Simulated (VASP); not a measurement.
# GaN (F-43m) in VASP: settings compared

GaN is run at these levels: BLYP+D3(BJ), PBE+D3(BJ); tasks: relaxation of cell and atoms.

Everything below comes from runs of VASP 6.6.1. Logs are shortened: lines on timing, memory, paths and dates and some standing lists are left out, and cuts for length are marked.

### Step 1. The cell of the first run

It takes space group F-43m (No. 216, cubic). The conventional cell has a = 4.507 Å, b = 4.507 Å, c = 4.507 Å, α = 90.00°, β = 90.00°, γ = 90.00°. Within 2.6 Å of Ga (site symmetry -43m) lie 4 N at 1.95 Å. Within 2.6 Å of N (site symmetry -43m) lie 4 Ga at 1.95 Å.

### Step 2. Relaxation of cell and atoms, BLYP+D3(BJ)

INCAR reads:

```
  AGGAC = 1.0
  AGGAX = 1.0
  ALDAC = 0.0
  ALDAX = 1.0
  ALGO = Normal
  EDIFF = 1E-6
  EDIFFG = -0.01
  ENCUT = 600
  GGA = B5
  IBRION = 2
  ISIF = 3
  ISMEAR = -1
  IVDW = 12
  LASPH = True
  LCHARG = False
  LREAL = False
  LWAVE = False
  NELM = 60
  NSW = 80
  PREC = Accurate
  SIGMA = 0.05
  VDW_A1 = 0.4298
  VDW_A2 = 4.2359
  VDW_S6 = 1.0
  VDW_S8 = 2.6996
```

KPOINTS reads:

```
k-points
0
Gamma
  10 10 10
```

POSCAR reads:

```
GaN
1.0
    0.0000000000      2.2535006075      2.2535006075
    2.2535006075      0.0000000000      2.2535006075
    2.2535006075      2.2535006075      0.0000000000
Ga N
1 1
Direct
    0.0000000000      0.0000000000      0.0000000000
    0.2500000000      0.2500000000      0.2500000000
```

Potentials or basis: VASP PAW PBE potentials, release 64 (Ga_d, N).

The run is started by

```console
$ cat potpaw_PBE.64/Ga_d/POTCAR potpaw_PBE.64/N/POTCAR > POTCAR
$ mpirun -np 1 vasp_std > vasp.out
```

OUTCAR:

```text
EDIFF = 1E-6
   EDIFFG = -0.01
   ENCUT = 600
   GGA = B5
   IBRION = 2
   ISIF = 3
   ISMEAR = -1
   IVDW = 12
   LASPH = True
   LREAL = False
   NELM = 60
   NSW = 80
   PREC = Accurate
 IVDW          = 12

 ion  position               nearest neighbor table
   1  0.000  0.000  0.000-   2 1.95   2 1.95   2 1.95   2 1.95
   2  0.250  0.250  0.250-   1 1.95   1 1.95   1 1.95   1 1.95

  LATTYP: Found a face centered cubic cell.
 ALAT       =     4.5070012150

  Lattice vectors:

 A1 = (   0.0000000000,   2.2535006075,   2.2535006075)
 A2 = (   2.2535006075,   0.0000000000,   2.2535006075)
 A3 = (   2.2535006075,   2.2535006075,   0.0000000000)

Analysis of symmetry for initial positions (statically):
=====================================================================
 Subroutine PRICEL returns:
 Original cell was already a primitive cell.

 Routine SETGRP: Setting up the symmetry group for a
 face centered cubic supercell.

 Subroutine GETGRP returns: Found 24 space group operations
 (whereof 24 operations were pure point group operations)
 out of a pool of 48 trial point group operations.

The static configuration has the point symmetry T_d .

Analysis of symmetry for dynamics (positions and initial velocities):
=====================================================================
 Subroutine PRICEL returns:
 Original cell was already a primitive cell.

 Routine SETGRP: Setting up the symmetry group for a
 face centered cubic supercell.

 Subroutine GETGRP returns: Found 24 space group operations
 (whereof 24 operations were pure point group operations)
 out of a pool of 48 trial point group operations.

The dynamic configuration has the point symmetry T_d .

 Subroutine INISYM returns: Found 24 space group operations
 (whereof 24 operations are pure point group operations),
 and found     1 'primitive' translations

----------------------------------------------------------------------------------------

                                     Primitive cell

  volume of cell :      22.8877

  direct lattice vectors                    reciprocal lattice vectors
     0.000000000  2.253500607  2.253500607    -0.221877020  0.221877020  0.221877020
     2.253500607  0.000000000  2.253500607     0.221877020 -0.221877020  0.221877020
     2.253500607  2.253500607  0.000000000     0.221877020  0.221877020 -0.221877020

  length of vectors
     3.186931122  3.186931122  3.186931122     0.384302272  0.384302272  0.384302272

  position of ions in fractional coordinates (direct lattice)
     0.000000000  0.000000000  0.000000000
     0.250000000  0.250000000  0.250000000

  ion indices of the primitive-cell ions
   primitive index   ion index
                 1           1
                 2           2

----------------------------------------------------------------------------------------

 KPOINTS: k-points

Automatic generation of k-mesh.
 Grid dimensions read from file:
 generate k-points for:   10   10   10

 Generating k-lattice:

  Cartesian coordinates                     Fractional coordinates (reciprocal lattice)
    -0.022187702  0.022187702  0.022187702     0.100000000  0.000000000  0.000000000
     0.022187702 -0.022187702  0.022187702     0.000000000  0.100000000  0.000000000
     0.022187702  0.022187702 -0.022187702     0.000000000  0.000000000  0.100000000

  Length of vectors
     0.038430227  0.038430227  0.038430227

  Shift w.r.t. Gamma in fractional coordinates (k-lattice)
     0.000000000  0.000000000  0.000000000

 Subroutine IBZKPT returns following result:
 ===========================================

 Found     47 irreducible k-points:

 Following reciprocal coordinates:
            Coordinates               Weight
  0.000000  0.000000  0.000000      1.000000
  0.100000  0.000000  0.000000      8.000000
  0.200000  0.000000  0.000000      8.000000
  0.300000  0.000000  0.000000      8.000000
  0.400000  0.000000  0.000000      8.000000
  0.500000  0.000000  0.000000      4.000000
[... 16 lines left out ...]
  0.300000  0.300000  0.000000      6.000000
  0.400000  0.300000  0.000000     24.000000
 [... further k-points ...]
   k-points           NKPTS =     47   k-points in BZ     NKDIM =     47   number of bands    NBANDS=     13
   number of dos      NEDOS =    301   number of ions     NIONS =      2
   total plane-waves  NPLWV =  21952
   dimension x,y,z NGX =    28 NGY =   28 NGZ =   28
   dimension x,y,z NGXF=    56 NGYF=   56 NGZF=   56
   ions per type =               1   1
   NGX,Y,Z   is equivalent  to a cutoff of  14.61, 14.61, 14.61 a.u.
   NGXF,Y,Z  is equivalent  to a cutoff of  29.21, 29.21, 29.21 a.u.
 SYSTEM =  unknown system
   PREC   = accura    normal or accurate (medium, high low for compatibility)
   ISTART =      0    job   : 0-new  1-cont  2-samecut
   ICHARG =      2    charge: 1-file 2-atom 10-const
   ISPIN  =      1    spin polarized calculation?
   LNONCOLLINEAR =      F non collinear calculations
   LSORBIT =      F    spin-orbit coupling
   LASPH  =      T    aspherical Exc in radial PAW
   ENCUT  =  600.0 eV  44.10 Ry    6.64 a.u.   6.37  6.37  6.37*2*pi/ulx,y,z
   NELM   =     60;   NELMIN=  2; NELMDL= -5     # of ELM steps
   EDIFF  = 0.1E-05   stopping-criterion for ELM
   LREAL  =      F    real-space projection
   EDIFFG = -.1E-01   stopping-criterion for IOM
   NSW    =     80    number of steps for IOM
   IBRION =      2    ionic relax: 0-MD 1-quasi-New 2-CG
   NFREE  =      1    steps in history (QN), initial steepest desc. (CG)
   ISIF   =      3    stress and relaxation
   ISYM   =      2    0-nonsym 1-usesym 2-fastsym
   POTIM  = 0.5000    time-step for ionic-motion
   TEBEG  =    0.0;   TEEND  =   0.0 temperature during run
   PSTRESS=    0.0 pullay stress
   NELECT =      18.0000    total number of electrons
   NUPDOWN=      -1.0000    fix difference up-down
   EMIN   =  10.00;   EMAX   =-10.00  energy-range for DOS
   EFERMI =   0.00;   METHOD = LEGACY
   ISMEAR =    -1;   SIGMA  =   0.05  broadening in eV -4-tet -1-fermi 0-gaus
   EFERMI_NEDOS =   21; number of points for ismear=-14 and -15
   IALGO  =     38    algorithm
   IMIX   =      4    mixing-type and parameters
     AMIX     =   0.40;   BMIX     =  1.00
     AMIX_MAG =   1.60;   BMIX_MAG =  1.00
  volume/ion in A,a.u.               =      11.44        77.23
  Fermi-wavevector in a.u.,A,eV,Ry     =   1.511117  2.855596 31.068543  2.283473
  Thomas-Fermi vector in A             =   2.621216
   LORBIT       =      0    0 simple, 1 ext, 2 COOP (PROOUT), +10 PAW based schemes
   GGA     = B5    functional components
   LHFCALC =     F    Hartree Fock is set to
   AEXX    =    0.0000 exact exchange contribution
   IVDW    =    12    specifies the selected vdW correction
   LEPSILON=     F    determine dielectric tensor
   LRPA    =     F    only Hartree local field effects (RPA)
 conjugate gradient relaxation of ions
 non-spin polarized calculation
  energy-cutoff  :      600.00
  volume of cell :       22.89
 maximum number of plane-waves:       785
 NGX is ok and might be reduce to    28
   NGX = 13   NGY = 13   NGZ = 13

--------------------------------------- Ionic step        1  -------------------------------------------

 number of electron      18.0000005 magnetization

 Free energy of the ion-electron system (eV)
  ---------------------------------------------------
  ext. energy  EPLUGINS =         0.00000000
  ---------------------------------------------------
  free energy    TOTEN  =       -10.96321336 eV

  energy without entropy =      -10.96321336  energy(sigma->0) =      -10.96321336

------------------------ aborting loop because EDIFF is reached ----------------------------------------

 Edisp (eV)   -1.12026

 E8    (eV) :    -0.7954

  FORCE on cell =-STRESS in cart. coord.  units (eV):
  Direction    XX          YY          ZZ          XY          YZ          ZX
  --------------------------------------------------------------------------------------
  -------------------------------------------------------------------------------------
  Total       0.51542     0.51542     0.51542     0.00000    -0.00000     0.00000
  in kB      36.07994    36.07994    36.07994     0.00000    -0.00000     0.00000
  external pressure =       36.08 kB  Pullay stress =        0.00 kB

 VOLUME and BASIS-vectors are now :
 -----------------------------------------------------------------------------
  energy-cutoff  :      600.00
  volume of cell :       22.89
      direct lattice vectors                 reciprocal lattice vectors
     0.000000000  2.253500607  2.253500607    -0.221877020  0.221877020  0.221877020
     2.253500607  0.000000000  2.253500607     0.221877020 -0.221877020  0.221877020
     2.253500607  2.253500607  0.000000000     0.221877020  0.221877020 -0.221877020
[... 161 lines left out ...]
 POSITION                                       TOTAL-FORCE (eV/Angst)
 -----------------------------------------------------------------------------------
      0.00000      0.00000      0.00000         0.000000      0.000000      0.000000
      1.13453      1.13453      1.13453        -0.000000     -0.000000     -0.000000
 -----------------------------------------------------------------------------------
    total drift:                                0.000000      0.000000      0.000001

  FREE ENERGIE OF THE ION-ELECTRON SYSTEM (eV)
  ---------------------------------------------------
  free  energy   TOTEN  =       -12.0886287496 eV

  energy  without entropy=      -12.0886287491  energy(sigma->0) =      -12.08862875

--------------------------------------- Ionic step        6  -------------------------------------------

 number of electron      18.0000004 magnetization

 Free energy of the ion-electron system (eV)
  ---------------------------------------------------
  ext. energy  EPLUGINS =         0.00000000
  ---------------------------------------------------
  free energy    TOTEN  =       -10.99077964 eV

  energy without entropy =      -10.99077964  energy(sigma->0) =      -10.99077964

 E-fermi :   6.3487     XC(G=0): -11.0048

 val. band max:        5.4699134376   @ k =   0.0000   0.0000   0.0000
 cond. band min:       7.1523757399   @ k =   0.0000   0.0000   0.0000
 fundamental gap:      1.6824623023
 Fermi energy:         6.3487071459

 k-point     1 :       0.0000    0.0000    0.0000
  band No.  band energies     occupation
      1     -10.2163      2.00000
      2      -8.0606      2.00000
      3      -8.0606      2.00000
      4      -8.0606      2.00000
      5      -7.7654      2.00000
      6      -7.7654      2.00000
      7       5.4699      2.00000
      8       5.4699      2.00000
      9       5.4699      2.00000
     10       7.1524      0.00000
     11      15.6532      0.00000
     12      15.6532      0.00000
     13      15.6532      0.00000

 k-point     2 :       0.1000    0.0000    0.0000
  band No.  band energies     occupation
      1     -10.1149      2.00000
      2      -8.0479      2.00000
      3      -8.0479      2.00000
      4      -8.0164      2.00000
      5      -7.7665      2.00000
      6      -7.7665      2.00000
      7       4.3892      2.00000
      8       5.3669      2.00000
      9       5.3669      2.00000
     10       8.0006      0.00000
     11      15.1787      0.00000
[... 339 lines left out ...]
 k-point    24 :       0.4000    0.3000    0.0000
  band No.  band energies     occupation
      1      -9.3947      2.00000
      2      -7.9335      2.00000
      3      -7.8517      2.00000
      4      -7.8517      2.00000
      5      -7.7086      2.00000
      6      -6.7411      2.00000
      7       0.5185      2.00000
      8       3.0921      2.00000
      9       3.3980      2.00000
     10      10.0957      0.00000
     11      12.4305      0.00000
     12      16.3833      0.00000
     13      18.1467      0.00000

 [... further k-points ...]

------------------------ aborting loop because EDIFF is reached ----------------------------------------

 Edisp (eV)   -1.09785

 E8    (eV) :    -0.7795

  FORCE on cell =-STRESS in cart. coord.  units (eV):
  Direction    XX          YY          ZZ          XY          YZ          ZX
  --------------------------------------------------------------------------------------
  -------------------------------------------------------------------------------------
  Total       0.01716     0.01716     0.01716     0.00000     0.00000     0.00000
  in kB       1.17795     1.17795     1.17795     0.00000     0.00000     0.00000
  external pressure =        1.18 kB  Pullay stress =        0.00 kB

 VOLUME and BASIS-vectors are now :
 -----------------------------------------------------------------------------
  energy-cutoff  :      600.00
  volume of cell :       23.33
      direct lattice vectors                 reciprocal lattice vectors
     0.000000000  2.268059205  2.268059205    -0.220452799  0.220452799  0.220452799
     2.268059205 -0.000000000  2.268059205     0.220452799 -0.220452799  0.220452799
     2.268059205  2.268059205 -0.000000000     0.220452799  0.220452799 -0.220452799

 POSITION                                       TOTAL-FORCE (eV/Angst)
 -----------------------------------------------------------------------------------
      0.00000      0.00000      0.00000         0.000000      0.000000      0.000000
      1.13403      1.13403      1.13403        -0.000000     -0.000000     -0.000000
 -----------------------------------------------------------------------------------
    total drift:                                0.000000      0.000000      0.000001

  FREE ENERGIE OF THE ION-ELECTRON SYSTEM (eV)
  ---------------------------------------------------
  free  energy   TOTEN  =       -12.0886276378 eV

  energy  without entropy=      -12.0886276374  energy(sigma->0) =      -12.08862764

 reached required accuracy - stopping structural energy minimisation
```

Run time: 69 s. Hardware: 1 thread of Intel Xeon Platinum 8488C (Sapphire Rapids), shared host; peak memory 0.15 GiB.

Results:

* Free energy: -12.0886 eV
* Relaxed volume: 11.67 Å³/atom
* Relaxed cell: a = 3.208 Å, b = 3.208 Å, c = 3.208 Å, α = 60.00°, β = 60.00°, γ = 60.00°
* Space group after relaxing (to 0.05 Å): F-43m (No. 216)
* Energy gained by relaxing: 2.6 meV/atom
* Ionic steps: 6
* Pressure after relaxing: 0.1 GPa
* Band gap on the k mesh: 1.68 eV, direct
* Dispersion energy per atom: -0.549 eV

The path:
| step | energy change (eV) | largest force (eV/Å) | pressure (GPa) | volume (Å³) |
| --- | --- | --- | --- | --- |
| 1 | 0.0000 | 0.0000 | 3.61 | 22.89 |
| 2 | -0.0015 | 0.0000 | -2.91 | 23.75 |
| 3 | -0.0052 | 0.0000 | 0.19 | 23.35 |
| 4 | -0.0051 | 0.0000 | -0.23 | 23.38 |
| 5 | -0.0052 | 0.0000 | -0.14 | 23.37 |
| 6 | -0.0052 | 0.0000 | 0.12 | 23.33 |

Final structure:
```cif
data_structure
_symmetry_space_group_name_H-M 'P 1'
_symmetry_Int_Tables_number 1
_cell_length_a 3.2075
_cell_length_b 3.2075
_cell_length_c 3.2075
_cell_angle_alpha 60.000
_cell_angle_beta 60.000
_cell_angle_gamma 60.000
_cell_volume 23.33
loop_
_atom_site_label
_atom_site_type_symbol
_atom_site_fract_x
_atom_site_fract_y
_atom_site_fract_z
_atom_site_occupancy
Ga1 Ga 0.00000 0.00000 0.00000 1
N1 N 0.25000 0.25000 0.25000 1
```

Caveat: the PAW data sets were made with another functional, which shifts forces and pressure a little. BLYP gaps usually lie below the measured ones, often by a third to a half.

### Step 3. Relaxation of cell and atoms, PBE+D3(BJ)

INCAR reads:

```
  ALGO = Normal
  EDIFF = 1E-7
  EDIFFG = -0.005
  ENCUT = 600
  GGA = PE
  IBRION = 2
  ISIF = 3
  ISMEAR = -1
  IVDW = 12
  LASPH = T
  LCHARG = F
  LREAL = F
  LWAVE = F
  NELM = 100
  NSW = 80
  PREC = Accurate
  SIGMA = 0.05
```

KPOINTS is that of step 2.

POSCAR is that of step 2.

Potentials or basis: VASP PAW PBE potentials, release 64 (Ga_d, N).

The run is started by

```console
$ cat potpaw_PBE.64/Ga_d/POTCAR potpaw_PBE.64/N/POTCAR > POTCAR
$ mpirun -np 1 vasp_std > vasp.out
```

It took 25 s on 1 thread of Intel Xeon Platinum 8488C (Sapphire Rapids), shared host; peak memory 0.18 GiB.

The run converged. Its results:

```
Free energy                            : -12.6535 eV
Relaxed volume                         : 11.52 Å³/atom
Relaxed cell                           : a = 3.194 Å, b = 3.194 Å, c = 3.194 Å, α = 60.00°, β = 60.00°, γ = 60.00°
Space group after relaxing (to 0.05 Å) : F-43m (No. 216)
Energy gained by relaxing              : 0.3 meV/atom
Ionic steps                            : 3
Pressure after relaxing                : 0.1 GPa
Band gap on the k mesh                 : 1.68 eV, direct
Dispersion energy per atom             : -0.252 eV
```

Step by step:
```
step  energy change (eV)  largest force (eV/Å)  pressure (GPa)  volume (Å³)
   1              0.0000                0.0000            1.24        22.89
   2             -0.0001                0.0000           -1.30        23.18
   3             -0.0006                0.0000            0.07        23.05
```

Final structure:
```
Ga N
1.0
     0.00000    2.25881    2.25881
     2.25881    0.00000    2.25881
     2.25881    2.25881    0.00000
Ga N
1 1
Direct
  0.00000 0.00000 0.00000
  0.25000 0.25000 0.25000
```

Levels at points of the mesh, in eV from the valence-band top:
```csv
k point,band 7,band 8,band 9,band 10,band 11,band 12
"(0.00, 0.00, 0.00)",0.00,0.00,0.00,1.68,10.26,10.26
"(0.50, 0.00, 0.00)",-6.99,-0.96,-0.96,4.59,8.69,10.33
"(0.50, 0.50, 0.00)",-6.09,-2.68,-2.68,3.35,6.62,11.66
```

A hybrid or GW would open this gap; PBE tends to underestimate it.
